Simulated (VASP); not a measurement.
A run of VASP 6.6.1 is set up as follows.

File INCAR:

```
SYSTEM = Ge4P
PREC     = Accurate       ! precision mode
ENCUT    = 520            ! plane-wave cutoff, eV
EDIFF    = 1E-6           ! SCF threshold, eV
ISMEAR   = 0              ! smearing method
SIGMA    = 0.1            ! smearing width, eV
LREAL    = .False.        ! projectors in reciprocal space
LASPH    = .True.         ! aspherical terms in the spheres
NELM     = 100            ! most SCF steps
ALGO     = Normal         ! electronic algorithm
ISIF     = 2              ! what is computed and relaxed
LWAVE    = .False.        ! write WAVECAR
LCHARG   = .True.         ! write CHGCAR
GGA      = PE             ! functional
LELF     = .True.         ! ELF
LVHAR    = .True.       
NBANDS   = 38             ! bands
```

Contents of KPOINTS:

```
Automatic mesh
0
Gamma
  6 6 4
  0 0 0
```

Contents of POSCAR:

```
Ge4P
1.0
    5.6188370900      0.0000000000      0.0000000000
   -2.8094185450      4.8660556597      0.0000000000
    0.0000000000      0.0000000000      4.7752783127
Ge P
4 1
Direct
    0.5000000000      0.0000000000      0.5000000000
    0.0000000000      0.5000000000      0.5000000000
    0.5000000000      0.5000000000      0.5000000000
    0.0000000000      0.0000000000      0.5000000000
    0.0000000000      0.0000000000      0.0000000000
```

Potentials or basis: VASP PAW PBE potentials, release 64 (Ge_d, P).

The run is started by

```sh
$ cat potpaw_PBE.64/Ge_d/POTCAR potpaw_PBE.64/P/POTCAR > POTCAR
$ mpirun -np 1 vasp_std > vasp.out
```

(1) What does it give for the pressure?

Results:

(1) 0.0 GPa.
